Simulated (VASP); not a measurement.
A run of VASP 6.6.1:

INCAR

```
ALGO = Fast
EDIFF = 1E-7
ENCUT = 520
GGA = PE
ISIF = 2
ISMEAR = 1
LASPH = True
LCHARG = False
LREAL = False
LWAVE = False
NBANDS = 21
NELM = 60
PREC = Accurate
SIGMA = 0.2
```

KPOINTS

```
k-points
0
Gamma
  18 18 18
```

File POSCAR:

```
Sn
1.0
   -2.9804213574      2.9804213574      1.5563644397
    2.9804213574     -2.9804213574      1.5563644397
    2.9804213574      2.9804213574     -1.5563644397
Sn
2
Direct
    0.7500000000      0.2500000000      0.5000000000
    0.0000000000      0.0000000000      0.0000000000
```

Potentials or basis: VASP PAW PBE potentials, release 64 (Sn_d).

Command:

```sh
$ cat potpaw_PBE.64/Sn_d/POTCAR > POTCAR
$ mpirun -np 1 vasp_std > vasp.out
```

Hardware: 1 thread of Intel(R) Xeon(R) Platinum 8124M CPU @ 3.00GHz (Skylake/Cascade Lake), with other jobs on the host.

Task: How long does it take, and how much memory?

Result: It took 10 min on 1 thread of Intel(R) Xeon(R) Platinum 8124M CPU @ 3.00GHz (Skylake/Cascade Lake), with other jobs on the host, peak memory 0.55 GiB. Counts: scf iterations 13, k points 480.
